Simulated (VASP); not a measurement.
# Al2Pt (R3m) in VASP: further runs

Al2Pt is run at these levels: PBE; tasks: electric field gradients.

All numbers are computed with VASP 6.6.1; they aren't measurements. Logs are shortened: lines on timing, memory, paths and dates and some standing lists are left out, and cuts for length are marked.

## (1) The cell of the first run

It takes space group R3m (No. 160, trigonal). Conventional cell: a = 4.179 Å, b = 4.179 Å, c = 10.236 Å, α = 90.00°, β = 90.00°, γ = 120.00°. Al (site symmetry 3m) has 4 Pt at 2.10 to 2.75 Å within 2.8 Å. Al (site symmetry 3m) has 4 Pt at 2.49 to 2.79 Å and 6 Al at 2.83 to 3.09 Å within 3.3 Å. Pt (site symmetry 3m) has 8 Al at 2.10 to 2.79 Å within 2.8 Å.

## (2) Electric field gradients, PBE (shortest bond scaled by 0.82)

INCAR

```
SYSTEM = Al2Pt
  ALGO = Normal
  EDIFF = 1E-8
  ENCUT = 520
  GGA = PE
  ISIF = 2
  ISMEAR = -1
  LASPH = .TRUE.
  LCHARG = .FALSE.
  LEFG = .TRUE.
  LREAL = .FALSE.
  LWAVE = .FALSE.
  NBANDS = 15
  NELM = 100
  PREC = Accurate
  SIGMA = 0.05
```

KPOINTS

```
k-points
0
G
  9 9 9
  0 0 0
```

POSCAR

```
Al2Pt
1.0
    0.0000000000      2.9550000000      2.9550000000
    2.9550000000      0.0000000000      2.9550000000
    2.9550000000      2.9550000000      0.0000000000
Al Pt
2 1
Direct
    0.2275000000      0.2275000000      0.2275000000
    0.7500000000      0.7500000000      0.7500000000
    0.0225000000      0.0225000000      0.0225000000
```

Potentials or basis: VASP PAW PBE potentials, release 64 (Al, Pt).

On the command line:

```console
$ cat potpaw_PBE.64/Al/POTCAR potpaw_PBE.64/Pt/POTCAR > POTCAR
$ mpirun -np 1 vasp_std > vasp.out
```

OUTCAR:

```text
SYSTEM = Al2Pt
   EDIFF = 1E-8
   ENCUT = 520
   GGA = PE
   ISIF = 2
   ISMEAR = -1
   LASPH = .TRUE.
   LREAL = .FALSE.
   NELM = 100
   PREC = Accurate

 ion  position               nearest neighbor table
   1  0.227  0.227  0.227-   3 2.10   3 2.75   3 2.75   3 2.75   2 2.83   2 2.83   2 2.83   2 3.09
                             2 3.09   2 3.09
   2  0.750  0.750  0.750-   3 2.49   3 2.49   3 2.49   3 2.79   1 2.83   1 2.83   1 2.83   1 3.09
                             1 3.09   1 3.09
   3  0.023  0.023  0.023-   1 2.10   2 2.49   2 2.49   2 2.49   1 2.75   1 2.75   1 2.75   2 2.79

  LATTYP: Found a face centered cubic cell.
 ALAT       =     5.9100000000

  Lattice vectors:

 A1 = (   0.0000000000,   2.9550000000,   2.9550000000)
 A2 = (   2.9550000000,   0.0000000000,   2.9550000000)
 A3 = (   2.9550000000,   2.9550000000,   0.0000000000)

Analysis of symmetry for initial positions (statically):
=====================================================================
 Subroutine PRICEL returns:
 Original cell was already a primitive cell.

 Routine SETGRP: Setting up the symmetry group for a
 face centered cubic supercell.

 Subroutine GETGRP returns: Found  6 space group operations
 (whereof  6 operations were pure point group operations)
 out of a pool of 48 trial point group operations.

The static configuration has the point symmetry C_3v.

Analysis of symmetry for dynamics (positions and initial velocities):
=====================================================================
 Subroutine PRICEL returns:
 Original cell was already a primitive cell.

 Routine SETGRP: Setting up the symmetry group for a
 face centered cubic supercell.

 Subroutine GETGRP returns: Found  6 space group operations
 (whereof  6 operations were pure point group operations)
 out of a pool of 48 trial point group operations.

The dynamic configuration has the point symmetry C_3v.

 Subroutine INISYM returns: Found  6 space group operations
 (whereof  6 operations are pure point group operations),
 and found     1 'primitive' translations

----------------------------------------------------------------------------------------

                                     Primitive cell

  volume of cell :      51.6063

  direct lattice vectors                    reciprocal lattice vectors
     0.000000000  2.955000000  2.955000000    -0.169204738  0.169204738  0.169204738
     2.955000000  0.000000000  2.955000000     0.169204738 -0.169204738  0.169204738
     2.955000000  2.955000000  0.000000000     0.169204738  0.169204738 -0.169204738

  length of vectors
     4.179001077  4.179001077  4.179001077     0.293071203  0.293071203  0.293071203

  position of ions in fractional coordinates (direct lattice)
     0.227500000  0.227500000  0.227500000
     0.750000000  0.750000000  0.750000000
     0.022500000  0.022500000  0.022500000

  ion indices of the primitive-cell ions
   primitive index   ion index
                 1           1
                 2           2
                 3           3

----------------------------------------------------------------------------------------

 KPOINTS: k-points

Automatic generation of k-mesh.
 Grid dimensions read from file:
 generate k-points for:    9    9    9

 Generating k-lattice:

  Cartesian coordinates                     Fractional coordinates (reciprocal lattice)
    -0.018800526  0.018800526  0.018800526     0.111111111  0.000000000  0.000000000
     0.018800526 -0.018800526  0.018800526     0.000000000  0.111111111  0.000000000
     0.018800526  0.018800526 -0.018800526     0.000000000  0.000000000  0.111111111

  Length of vectors
     0.032563467  0.032563467  0.032563467

  Shift w.r.t. Gamma in fractional coordinates (k-lattice)
     0.000000000  0.000000000  0.000000000

 Subroutine IBZKPT returns following result:
 ===========================================
[... 38 lines left out ...]
 SYSTEM =  Al2Pt
   PREC   = accura    normal or accurate (medium, high low for compatibility)
   ISTART =      0    job   : 0-new  1-cont  2-samecut
   ICHARG =      2    charge: 1-file 2-atom 10-const
   ISPIN  =      1    spin polarized calculation?
   LNONCOLLINEAR =      F non collinear calculations
   LSORBIT =      F    spin-orbit coupling
   LASPH  =      T    aspherical Exc in radial PAW
   ENCUT  =  520.0 eV  38.22 Ry    6.18 a.u.   7.77  7.77  7.77*2*pi/ulx,y,z
   NELM   =    100;   NELMIN=  2; NELMDL= -5     # of ELM steps
   EDIFF  = 0.1E-07   stopping-criterion for ELM
   LREAL  =      F    real-space projection
   EDIFFG = 0.1E-06   stopping-criterion for IOM
   NSW    =      0    number of steps for IOM
   IBRION =     -1    ionic relax: 0-MD 1-quasi-New 2-CG
   NFREE  =      0    steps in history (QN), initial steepest desc. (CG)
   ISIF   =      2    stress and relaxation
   ISYM   =      2    0-nonsym 1-usesym 2-fastsym
   POTIM  = 0.5000    time-step for ionic-motion
   TEBEG  =    0.0;   TEEND  =   0.0 temperature during run
   PSTRESS=    0.0 pullay stress
   NELECT =      16.0000    total number of electrons
   NUPDOWN=      -1.0000    fix difference up-down
   EMIN   =  10.00;   EMAX   =-10.00  energy-range for DOS
   EFERMI =   0.00;   METHOD = LEGACY
   ISMEAR =    -1;   SIGMA  =   0.05  broadening in eV -4-tet -1-fermi 0-gaus
   EFERMI_NEDOS =   21; number of points for ismear=-14 and -15
   IALGO  =     38    algorithm
   IMIX   =      4    mixing-type and parameters
     AMIX     =   0.40;   BMIX     =  1.00
     AMIX_MAG =   1.60;   BMIX_MAG =  1.00
  volume/ion in A,a.u.               =      17.20       116.09
  Fermi-wavevector in a.u.,A,eV,Ry     =   1.108019  2.093853 16.703966  1.227707
  Thomas-Fermi vector in A             =   2.244541
   LORBIT       =      0    0 simple, 1 ext, 2 COOP (PROOUT), +10 PAW based schemes
   GGA     = PE    functional components
   LHFCALC =     F    Hartree Fock is set to
   AEXX    =    0.0000 exact exchange contribution
   IVDW    =     0    specifies the selected vdW correction
   LEPSILON=     F    determine dielectric tensor
   LRPA    =     F    only Hartree local field effects (RPA)
 non-spin polarized calculation
  energy-cutoff  :      520.00
  volume of cell :       51.61
 maximum number of plane-waves:      1411
   NGX = 15   NGY = 15   NGZ = 15

 number of electron      16.0000001 magnetization

 Free energy of the ion-electron system (eV)
  ---------------------------------------------------
  ext. energy  EPLUGINS =         0.00000000
  ---------------------------------------------------
  free energy    TOTEN  =       -15.16211815 eV

  energy without entropy =      -15.15212382  energy(sigma->0) =      -15.15712098

 E-fermi :   8.0169     XC(G=0): -10.6745

 val. band max:        7.9889716427   @ k =   0.2222   0.2222  -0.2222
 cond. band min:       8.0207671813   @ k =   0.1111   0.1111   0.4444
 fundamental gap:      0.0317955386
 Fermi energy:         8.0168877201

 k-point     1 :       0.0000    0.0000    0.0000
  band No.  band energies     occupation
      1      -2.3382      2.00000
      2       2.5396      2.00000
      3       2.7977      2.00000
      4       2.7977      2.00000
      5       4.0169      2.00000
      6       4.0169      2.00000
      7      10.4638      0.00000
      8      11.5968      0.00000
      9      11.6615      0.00000
     10      11.6615      0.00000
     11      13.2067      0.00000
     12      13.3761      0.00000
     13      13.3761      0.00000
     14      14.1827      0.00000
[... 401 lines left out ...]
      2       2.0244      2.00000
      3       2.9841      2.00000
      4       3.0321      2.00000
      5       3.9747      2.00000
      6       4.1251      2.00000
      7       5.1824      2.00000
      8       8.0208      0.96122
      9       9.8071      0.00000
     10      11.4386      0.00000
     11      13.0267      0.00000
     12      13.3438      0.00000
     13      14.5699      0.00000
     14      15.8335      0.00000
     15      16.1346      0.00000

 [... further k-points ...]
[... 5 lines left out ...]
  --------------------------------------------------------------------------------------
  -------------------------------------------------------------------------------------
  Total        4.0456258      4.0456258      4.0456258      3.3210806      3.3210806      3.3210806
  in kB      125.6012154    125.6012154    125.6012154    103.1068553    103.1068553    103.1068553
  external PRESSURE =     125.6012154 kB  Pullay stress =       0.0000000 kB

 VOLUME and BASIS-vectors are now :
 -----------------------------------------------------------------------------
  energy-cutoff  :      520.00
  volume of cell :       51.61
      direct lattice vectors                 reciprocal lattice vectors
     0.000000000  2.955000000  2.955000000    -0.169204738  0.169204738  0.169204738
     2.955000000  0.000000000  2.955000000     0.169204738 -0.169204738  0.169204738
     2.955000000  2.955000000  0.000000000     0.169204738  0.169204738 -0.169204738

 POSITION                                       TOTAL-FORCE (eV/Angst)
 -----------------------------------------------------------------------------------
      1.34452      1.34452      1.34452         3.588621      3.588621      3.588621
      4.43250      4.43250      4.43250         0.061566      0.061566      0.061566
      0.13298      0.13298      0.13298        -3.650187     -3.650187     -3.650187
 -----------------------------------------------------------------------------------
    total drift:                               -0.000044     -0.000044     -0.000044

  FREE ENERGIE OF THE ION-ELECTRON SYSTEM (eV)
  ---------------------------------------------------
  free  energy   TOTEN  =       -15.1621181503 eV

  energy  without entropy=      -15.1521238164  energy(sigma->0) =      -15.15712098

 Electric field gradients (V/A^2)
---------------------------------------------------------------------
 ion       V_xx      V_yy      V_zz      V_xy      V_xz      V_yz
---------------------------------------------------------------------
   1       0.000     0.000    -0.000   -22.908   -22.908   -22.908
   2       0.000    -0.000    -0.000    11.269    11.269    11.269
   3      -0.000    -0.000    -0.000   -57.979   -57.979   -57.979
---------------------------------------------------------------------

 Electric field gradients after diagonalization (V/A^2)
 (convention: |V_zz| > |V_xx| > |V_yy|)
----------------------------------------------------------------------
 ion       V_xx      V_yy      V_zz     asymmetry (V_yy - V_xx)/ V_zz
----------------------------------------------------------------------
   1      22.908    22.908   -45.816       0.000
   2     -11.269   -11.269    22.538       0.000
   3      57.979    57.979  -115.959       0.000
----------------------------------------------------------------------

           NMR quadrupolar parameters

 Cq : quadrupolar parameter    Cq=e*Q*V_zz/h
 eta: asymmetry parameters     (V_yy - V_xx)/ V_zz
 Q  : nuclear electric quadrupole moment in mb (millibarn)
----------------------------------------------------------------------
 ion       Cq(MHz)       eta       Q (mb)
----------------------------------------------------------------------
   1      -0.111       0.000       1.000
   2       0.054       0.000       1.000
   3      -0.280       0.000       1.000
----------------------------------------------------------------------
```

Run time: 38 s. Hardware: 1 thread of AMD EPYC 9R45 (Zen 5), shared host; peak memory 0.19 GiB.

What came out:

| Item | Value |
| --- | --- |
| Free energy | -15.1621 eV |
| Pressure | 12.6 GPa |
| Largest force | 6.322 eV/Å |
| Band gap on the k mesh | zero (band 8 reaches 11.60 eV, above the bottom of band 9 at 6.61 eV) |

Forces in eV/Å, atoms in the order of the input:
```
Al   3.589  3.589  3.589
Al   0.062  0.062  0.062
Pt  -3.650 -3.650 -3.650
```

Stress tensor (GPa, compression positive):
```
12.56 10.31 10.31
10.31 12.56 10.31
10.31 10.31 12.56
```

Electric field gradients, principal values (V/Å²):
```tsv
atom	least	middle	greatest (by size)
1 Al	22.908	22.908	-45.816
2 Al	-11.269	-11.269	22.538
3 Pt	57.979	57.979	-115.959
```

Caveat: the cell differs from its parent crystal (shortest bond scaled by 0.82); without QUAD_EFG the Cq values of the log hold for a quadrupole moment of 1 mb, not for the nuclei; spin-orbit coupling is left out, which moves the levels of the heavy elements; forces of over 1 eV/Å act on the atoms, so gaps and moduli don't describe the material at rest.

## (3) Electric field gradients, PBE (shortest bond scaled by 0.7)

INCAR

```
  PREC = Accurate
  ENCUT = 520
  EDIFF = 1E-8
  ISMEAR = -1
  SIGMA = 0.05
  LREAL = F
  LASPH = T
  NELM = 100
  ALGO = Normal
  ISIF = 2
  LWAVE = F
  LCHARG = F
  GGA = PE
  LEFG = T
  NBANDS = 15
```

KPOINTS

```
regular mesh
0
Gamma
  9 9 9
```

POSCAR

```
Al2Pt
1.0
    0.0000000000      2.9550000000      2.9550000000
    2.9550000000      0.0000000000      2.9550000000
    2.9550000000      2.9550000000      0.0000000000
Al Pt
2 1
Direct
    0.2125000000      0.2125000000      0.2125000000
    0.7500000000      0.7500000000      0.7500000000
    0.0375000000      0.0375000000      0.0375000000
```

Potentials or basis: VASP PAW PBE potentials, release 64 (Al, Pt).

On the command line:

```console
$ cat potpaw_PBE.64/Al/POTCAR potpaw_PBE.64/Pt/POTCAR > POTCAR
$ mpirun -np 1 vasp_std > vasp.out
```

OUTCAR:

```text
PREC = Accurate
   ENCUT = 520
   EDIFF = 1E-8
   ISMEAR = -1
   LREAL = F
   LASPH = T
   NELM = 100
   ISIF = 2
   GGA = PE

 ion  position               nearest neighbor table
   1  0.212  0.212  0.212-   3 1.79   2 2.75   2 2.75   2 2.75   3 2.91   3 2.91   3 2.91   2 3.19
                             2 3.19   2 3.19
   2  0.750  0.750  0.750-   3 2.46   3 2.46   3 2.46   1 2.75   1 2.75   1 2.75   3 2.94   1 3.19
                             1 3.19   1 3.19
   3  0.038  0.038  0.038-   1 1.79   2 2.46   2 2.46   2 2.46   1 2.91   1 2.91   1 2.91   2 2.94

  LATTYP: Found a face centered cubic cell.
 ALAT       =     5.9100000000

  Lattice vectors:

[... 654 lines left out ...]
---------------------------------------------------------------------
 ion       V_xx      V_yy      V_zz      V_xy      V_xz      V_yz
---------------------------------------------------------------------
   1      -0.000    -0.000    -0.000   -31.159   -31.159   -31.159
   2      -0.000    -0.000     0.000    17.514    17.514    17.514
   3       0.000    -0.000     0.000   -43.053   -43.053   -43.053
---------------------------------------------------------------------

 Electric field gradients after diagonalization (V/A^2)
 (convention: |V_zz| > |V_xx| > |V_yy|)
----------------------------------------------------------------------
 ion       V_xx      V_yy      V_zz     asymmetry (V_yy - V_xx)/ V_zz
----------------------------------------------------------------------
   1      31.159    31.159   -62.319       0.000
   2     -17.514   -17.514    35.028       0.000
   3      43.053    43.053   -86.107       0.000
----------------------------------------------------------------------

           NMR quadrupolar parameters

 Cq : quadrupolar parameter    Cq=e*Q*V_zz/h
 eta: asymmetry parameters     (V_yy - V_xx)/ V_zz
 Q  : nuclear electric quadrupole moment in mb (millibarn)
----------------------------------------------------------------------
 ion       Cq(MHz)       eta       Q (mb)
----------------------------------------------------------------------
   1      -0.151       0.000       1.000
   2       0.085       0.000       1.000
   3      -0.208       0.000       1.000
----------------------------------------------------------------------
```

OSZICAR:

```text
N       E                     dE             d eps       ncg     rms          rms(c)
DAV:   1     0.536850324710E+02    0.53685E+02   -0.66455E+03  2550   0.908E+02
DAV:   2    -0.107031382303E+02   -0.64388E+02   -0.57587E+02  3152   0.168E+02
DAV:   3    -0.122037364694E+02   -0.15006E+01   -0.14952E+01  3286   0.250E+01
DAV:   4    -0.122169565637E+02   -0.13220E-01   -0.13219E-01  3068   0.276E+00
DAV:   5    -0.122172213034E+02   -0.26474E-03   -0.26474E-03  3404   0.404E-01    0.868E+00
DAV:   6    -0.115502871954E+02    0.66693E+00   -0.13630E+00  2963   0.791E+00    0.324E+00
DAV:   7    -0.114291779769E+02    0.12111E+00   -0.20901E-01  3236   0.265E+00    0.142E+00
DAV:   8    -0.114124884886E+02    0.16689E-01   -0.20878E-02  3236   0.114E+00    0.422E-01
DAV:   9    -0.114096608437E+02    0.28276E-02   -0.41342E-03  3005   0.375E-01    0.129E-01
DAV:  10    -0.114097256611E+02   -0.64817E-04   -0.19095E-04  3313   0.894E-02    0.564E-02
DAV:  11    -0.114097404295E+02   -0.14768E-04   -0.22403E-05  2844   0.297E-02    0.515E-03
DAV:  12    -0.114097410908E+02   -0.66132E-06   -0.98308E-07  3418   0.608E-03    0.259E-03
DAV:  13    -0.114097410581E+02    0.32716E-07   -0.35783E-07  2809   0.353E-03    0.807E-04
DAV:  14    -0.114097410905E+02   -0.32374E-07   -0.20976E-08  3228   0.102E-03    0.205E-04
DAV:  15    -0.114097410787E+02    0.11810E-07   -0.28923E-09  1919   0.376E-04    0.121E-04
DAV:  16    -0.114097410822E+02   -0.35487E-08   -0.20788E-10  1443   0.108E-04
   1 F= -.11409741E+02 E0= -.11405584E+02  d E =-.831339E-02
```

stdout:

```text
POSCAR found type information on POSCAR AlPt
 POSCAR found :  2 types and       3 ions
 scaLAPACK will be used
 LDA part: xc-table for (Slater+PW92), standard interpolation
 POSCAR, INCAR and KPOINTS ok, starting setup
 FFT: planning ... GRIDC
 FFT: planning ... GRID_SOFT
 FFT: planning ... GRID
 WAVECAR not read
 entering main loop
ion   1

ion   2

ion   3
```

Wall time 38 s (1 thread of AMD EPYC 9R45 (Zen 5), shared host); peak memory 0.19 GiB.

Results:

| Quantity | Value |
| --- | --- |
| Free energy | -11.4097 eV |
| Pressure | 38.9 GPa |
| Largest force | 20.472 eV/Å |
| Band gap on the k mesh | zero (band 8 reaches 11.50 eV, above the bottom of band 9 at 6.75 eV) |

Forces on the atoms (eV/Å):
```
Al   11.819  11.819  11.819
Al   -0.002  -0.002  -0.002
Pt  -11.817 -11.817 -11.817
```

Electric field gradients, principal values (V/Å²):
| atom | least | middle | greatest (by size) |
| --- | --- | --- | --- |
| 1 Al | 31.159 | 31.159 | -62.319 |
| 2 Al | -17.514 | -17.514 | 35.028 |
| 3 Pt | 43.053 | 43.053 | -86.107 |

Caveat: the cell differs from its parent crystal (shortest bond scaled by 0.7); without QUAD_EFG the Cq values of the log hold for a quadrupole moment of 1 mb, not for the nuclei; spin-orbit coupling is left out, which moves the levels of the heavy elements; forces of over 1 eV/Å act on the atoms, so gaps and moduli don't describe the material at rest.

(Continued in part 2 of 2.)
